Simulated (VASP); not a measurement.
# Nb (Im-3m) in VASP: settings compared

Aim: see how the results for Nb move with the level of theory and the settings. Levels: PBE+D4, PBEsol+D3(BJ). Tasks: relaxation of cell and atoms.

All numbers are computed with VASP 6.6.1; they aren't measurements. Logs are shortened: lines on timing, memory, paths and dates and some standing lists are left out, and cuts for length are marked.

## (1) The cell of the first run

It takes space group Im-3m (No. 229, cubic). The conventional cell has a = 3.328 Å, b = 3.328 Å, c = 3.328 Å, α = 90.00°, β = 90.00°, γ = 90.00°. Nb (site symmetry m-3m) has 14 Nb at 2.88 to 3.33 Å within 3.8 Å.

## (2) Relaxation of cell and atoms, PBE+D4

INCAR reads:

```
SYSTEM = Nb
  PREC = Accurate
  ENCUT = 500
  EDIFF = 1E-7
  ISMEAR = -1
  SIGMA = 0.05
  LREAL = .FALSE.
  LASPH = .TRUE.
  NELM = 120
  ALGO = Normal
  ISIF = 3
  LWAVE = .FALSE.
  LCHARG = .FALSE.
  GGA = PE
  IVDW = 13
  IBRION = 2
  NSW = 60
  EDIFFG = -0.01
  GGA_COMPAT = .FALSE.
  NELMIN = 4
```

KPOINTS reads:

```
regular mesh
0
G
  11 11 11
  0 0 0
```

POSCAR reads:

```
Nb
1.0
   -1.6639500000      1.6639500000      1.6639500000
    1.6639500000     -1.6639500000      1.6639500000
    1.6639500000      1.6639500000     -1.6639500000
Nb
1
Direct
    0.0000000000      0.0000000000      0.0000000000
```

Potentials or basis: VASP PAW PBE potentials, release 64 (Nb_sv).

Run with:

```sh
> cat potpaw_PBE.64/Nb_sv/POTCAR > POTCAR
> mpirun -np 1 vasp_std > vasp.out
```

OUTCAR:

```text
SYSTEM = Nb
   PREC = Accurate
   ENCUT = 500
   EDIFF = 1E-7
   ISMEAR = -1
   LREAL = .FALSE.
   LASPH = .TRUE.
   NELM = 120
   ISIF = 3
   GGA = PE
   IVDW = 13
   IBRION = 2
   NSW = 60
   EDIFFG = -0.01
   NELMIN = 4

 ion  position               nearest neighbor table
   1  0.000  0.000  0.000-

  LATTYP: Found a body centered cubic cell.
 ALAT       =     3.3279000000

  Lattice vectors:

 A1 = (  -1.6639500000,   1.6639500000,   1.6639500000)
 A2 = (   1.6639500000,  -1.6639500000,   1.6639500000)
 A3 = (   1.6639500000,   1.6639500000,  -1.6639500000)

Analysis of symmetry for initial positions (statically):
=====================================================================
 Subroutine PRICEL returns:
 Original cell was already a primitive cell.

 Routine SETGRP: Setting up the symmetry group for a
 body centered cubic supercell.

 Subroutine GETGRP returns: Found 48 space group operations
 (whereof 48 operations were pure point group operations)
 out of a pool of 48 trial point group operations.

The static configuration has the point symmetry O_h .

Analysis of symmetry for dynamics (positions and initial velocities):
=====================================================================
 Subroutine PRICEL returns:
 Original cell was already a primitive cell.

 Routine SETGRP: Setting up the symmetry group for a
 body centered cubic supercell.

 Subroutine GETGRP returns: Found 48 space group operations
 (whereof 48 operations were pure point group operations)
 out of a pool of 48 trial point group operations.

The dynamic configuration has the point symmetry O_h .

 Subroutine INISYM returns: Found 48 space group operations
 (whereof 48 operations are pure point group operations),
 and found     1 'primitive' translations

----------------------------------------------------------------------------------------

                                     Primitive cell

  volume of cell :      18.4281

  direct lattice vectors                    reciprocal lattice vectors
    -1.663950000  1.663950000  1.663950000     0.000000000  0.300489798  0.300489798
     1.663950000 -1.663950000  1.663950000     0.300489798  0.000000000  0.300489798
     1.663950000  1.663950000 -1.663950000     0.300489798  0.300489798  0.000000000

  length of vectors
     2.882045941  2.882045941  2.882045941     0.424956748  0.424956748  0.424956748

  position of ions in fractional coordinates (direct lattice)
     0.000000000  0.000000000  0.000000000

  ion indices of the primitive-cell ions
[... 66 lines left out ...]
   ISTART =      0    job   : 0-new  1-cont  2-samecut
   ICHARG =      2    charge: 1-file 2-atom 10-const
   ISPIN  =      1    spin polarized calculation?
   LNONCOLLINEAR =      F non collinear calculations
   LSORBIT =      F    spin-orbit coupling
   LASPH  =      T    aspherical Exc in radial PAW
   ENCUT  =  500.0 eV  36.75 Ry    6.06 a.u.   5.25  5.25  5.25*2*pi/ulx,y,z
   NELM   =    120;   NELMIN=  4; NELMDL= -5     # of ELM steps
   EDIFF  = 0.1E-06   stopping-criterion for ELM
   LREAL  =      F    real-space projection
   EDIFFG = -.1E-01   stopping-criterion for IOM
   NSW    =     60    number of steps for IOM
   IBRION =      2    ionic relax: 0-MD 1-quasi-New 2-CG
   NFREE  =      1    steps in history (QN), initial steepest desc. (CG)
   ISIF   =      3    stress and relaxation
   ISYM   =      2    0-nonsym 1-usesym 2-fastsym
   POTIM  = 0.5000    time-step for ionic-motion
   TEBEG  =    0.0;   TEEND  =   0.0 temperature during run
   PSTRESS=    0.0 pullay stress
   NELECT =      13.0000    total number of electrons
   NUPDOWN=      -1.0000    fix difference up-down
   EMIN   =  10.00;   EMAX   =-10.00  energy-range for DOS
   EFERMI =   0.00;   METHOD = LEGACY
   ISMEAR =    -1;   SIGMA  =   0.05  broadening in eV -4-tet -1-fermi 0-gaus
   EFERMI_NEDOS =   21; number of points for ismear=-14 and -15
   IALGO  =     38    algorithm
   IMIX   =      4    mixing-type and parameters
     AMIX     =   0.40;   BMIX     =  1.00
     AMIX_MAG =   1.60;   BMIX_MAG =  1.00
  volume/ion in A,a.u.               =      18.43       124.36
  Fermi-wavevector in a.u.,A,eV,Ry     =   1.457345  2.753983 28.896790  2.123854
  Thomas-Fermi vector in A             =   2.574157
   LORBIT       =      0    0 simple, 1 ext, 2 COOP (PROOUT), +10 PAW based schemes
   GGA     = PE    functional components
   LHFCALC =     F    Hartree Fock is set to
   AEXX    =    0.0000 exact exchange contribution
   IVDW    =    13    specifies the selected vdW correction
   LEPSILON=     F    determine dielectric tensor
   LRPA    =     F    only Hartree local field effects (RPA)
 conjugate gradient relaxation of ions
 non-spin polarized calculation
  energy-cutoff  :      500.00
  volume of cell :       18.43
 maximum number of plane-waves:       478
 NGX is ok and might be reduce to    24
   NGX = 11   NGY = 11   NGZ = 11

--------------------------------------- Ionic step        1  -------------------------------------------

 number of electron      12.9999999 magnetization

 Free energy of the ion-electron system (eV)
  ---------------------------------------------------
  ext. energy  EPLUGINS =         0.00000000
  ---------------------------------------------------
  free energy    TOTEN  =       -10.21377310 eV

  energy without entropy =      -10.19921386  energy(sigma->0) =      -10.20649348

------------------------ aborting loop because EDIFF is reached ----------------------------------------

  DFT-D4 for vdW energy calculation

  Edisp (eV):   -0.32622
[... 108 lines left out ...]
--------------------------------------- Ionic step        4  -------------------------------------------

 number of electron      13.0000001 magnetization

 Free energy of the ion-electron system (eV)
  ---------------------------------------------------
  ext. energy  EPLUGINS =         0.00000000
  ---------------------------------------------------
  free energy    TOTEN  =       -10.21293305 eV

  energy without entropy =      -10.19773262  energy(sigma->0) =      -10.20533284

 E-fermi :  11.2440     XC(G=0): -12.5419

 val. band max:       11.2270045788   @ k =   0.2727   0.0000   0.0000
 cond. band min:      11.2787083618   @ k =   0.0909   0.0909   0.0000
 fundamental gap:      0.0517037830
 Fermi energy:        11.2439678162

 k-point     1 :       0.0000    0.0000    0.0000
  band No.  band energies     occupation
      1     -43.0811      2.00000
      2     -18.3604      2.00000
      3     -18.3604      2.00000
      4     -18.3604      2.00000
      5       5.3256      2.00000
      6      11.6465      0.00064
      7      11.6465      0.00064
      8      11.6465      0.00064
      9      14.5821      0.00000
     10      14.5821      0.00000
[... 287 lines left out ...]
 k-point    24 :       0.3636    0.1818    0.0909
  band No.  band energies     occupation
      1     -42.8144      2.00000
      2     -19.5078      2.00000
      3     -18.9909      2.00000
      4     -18.5924      2.00000
      5       8.8679      2.00000
      6       9.6959      2.00000
      7      11.6227      0.00103
      8      14.9815      0.00000
      9      15.3944      0.00000
     10      20.4171      0.00000

 [... further k-points ...]

------------------------ aborting loop because EDIFF is reached ----------------------------------------

  DFT-D4 for vdW energy calculation

  Edisp (eV):   -0.33617
[... 24 lines left out ...]
  FREE ENERGIE OF THE ION-ELECTRON SYSTEM (eV)
  ---------------------------------------------------
  free  energy   TOTEN  =       -10.5491032747 eV

  energy  without entropy=      -10.5339028435  energy(sigma->0) =      -10.54150306

 reached required accuracy - stopping structural energy minimisation
```

OSZICAR:

```text
N       E                     dE             d eps       ncg     rms          rms(c)
DAV:   1     0.113842824089E+03    0.11384E+03   -0.72679E+03  1120   0.125E+03
DAV:   2    -0.550312494497E+01   -0.11935E+03   -0.11687E+03  1198   0.437E+02
DAV:   3    -0.103941492051E+02   -0.48910E+01   -0.45545E+01  1656   0.741E+01
[... 42 lines left out ...]
DAV:   4    -0.102129306420E+02   -0.18684E-05   -0.12854E-06  1440   0.119E-02    0.512E-03
DAV:   5    -0.102129328066E+02   -0.21645E-05   -0.30851E-06  1820   0.122E-02    0.233E-03
DAV:   6    -0.102129329950E+02   -0.18840E-06   -0.64725E-08   674   0.356E-03    0.744E-04
DAV:   7    -0.102129331108E+02   -0.11581E-06   -0.16756E-08   574   0.221E-03    0.274E-04
DAV:   8    -0.102129330517E+02    0.59046E-07   -0.39587E-09   572   0.104E-03
   4 F= -.10549103E+02 E0= -.10541503E+02  d E =-.911464E-02
```

CONTCAR:

```text
Nb
   1.00000000000000
    -1.6470447629749476    1.6470447629749476    1.6470447629749476
     1.6470447629749476   -1.6470447629749476    1.6470447629749476
     1.6470447629749476    1.6470447629749476   -1.6470447629749476
  Nb
     1
Direct
     0.0000000000000000    1.0000000000000000    0.0000000000000000

  0.00000000E+00  0.00000000E+00  0.00000000E+00
```

Run time: 63 s. Hardware: 1 thread of Intel Xeon 8259CL, shared host; peak memory 0.15 GiB.

What came out:

```yaml
Free_energy: -10.5491 eV
Relaxed_volume: 17.87 Å³/atom
Relaxed_cell: a = 2.853 Å, b = 2.853 Å, c = 2.853 Å, α = 109.47°, β = 109.47°, γ = 109.47°
Space_group_after_relaxing_to_0.05_Å: Im-3m (No. 229)
Energy_gained_by_relaxing: 9.1 meV/atom
Ionic_steps: 4
Pressure_after_relaxing: 0.0 GPa
Dispersion_energy_per_atom: -0.336 eV
```

Step by step:
| step | energy change (eV) | largest force (eV/Å) | pressure (GPa) | volume (Å³) |
| --- | --- | --- | --- | --- |
| 1 | 0.0000 | 0.0000 | -5.14 | 18.43 |
| 2 | 0.0227 | 0.0000 | 10.81 | 16.89 |
| 3 | -0.0091 | 0.0000 | -0.09 | 17.88 |
| 4 | -0.0091 | 0.0000 | 0.01 | 17.87 |

Final structure:
```
Nb
1.0
    -1.64704    1.64704    1.64704
     1.64704   -1.64704    1.64704
     1.64704    1.64704   -1.64704
Nb
1
Direct
  0.00000 0.00000 0.00000
```

Caveat: pairwise dispersion overbinds metals, which lowers pressure and volume.

## (3) Relaxation of cell and atoms, PBEsol+D3(BJ)

INCAR reads:

```
SYSTEM = Nb
PREC = Accurate
ENCUT = 500
EDIFF = 1E-7
ISMEAR = -1
SIGMA = 0.05
LREAL = .FALSE.
LASPH = .TRUE.
NELM = 120
ALGO = Normal
ISIF = 3
LWAVE = .FALSE.
LCHARG = .FALSE.
GGA = PS
IVDW = 12
IBRION = 2
NSW = 60
EDIFFG = -0.01
GGA_COMPAT = .FALSE.
NELMIN = 4
```

KPOINTS reads:

```
Automatic mesh
0
G
  11 11 11
  0 0 0
```

POSCAR is that of step 2.

Potentials or basis: VASP PAW PBE potentials, release 64 (Nb_sv).

Run with:

```sh
> cat potpaw_PBE.64/Nb_sv/POTCAR > POTCAR
> mpirun -np 1 vasp_std > vasp.out
```

Wall time 62 s (1 thread of Intel Xeon 8259CL, shared host); peak memory 0.16 GiB.

The run converged. Its results:

```yaml
Free_energy: -11.7369 eV
Relaxed_volume: 16.88 Å³/atom
Relaxed_cell: a = 2.799 Å, b = 2.799 Å, c = 2.799 Å, α = 109.47°, β = 109.47°, γ = 109.47°
Space_group_after_relaxing_to_0.05_Å: Im-3m (No. 229)
Energy_gained_by_relaxing: 75.0 meV/atom
Ionic_steps: 4
Pressure_after_relaxing: -0.1 GPa
Dispersion_energy_per_atom: -0.803 eV
```

Step by step:
```
step  energy change (eV)  largest force (eV/Å)  pressure (GPa)  volume (Å³)
   1              0.0000                0.0000          -14.60        18.43
   2              0.2105                0.0000           40.23        14.30
   3             -0.0749                0.0000           -0.73        16.94
   4             -0.0750                0.0000           -0.08        16.88
```

Final structure:
```
CELL_PARAMETERS angstrom
-1.61605 1.61605 1.61605
1.61605 -1.61605 1.61605
1.61605 1.61605 -1.61605
ATOMIC_POSITIONS crystal
Nb 0.00000 0.00000 0.00000
```

Levels at points of the mesh, in eV from the Fermi level:
```
           k point  band 3  band 4  band 5  band 6  band 7  band 8  band 9  band 10
(0.00, 0.00, 0.00)  -29.32  -29.32   -6.04    0.38    0.38    0.38    3.51     3.51
```

Caveat: the PAW data sets were made with another functional, which shifts forces and pressure a little; pairwise dispersion overbinds metals, which lowers pressure and volume.
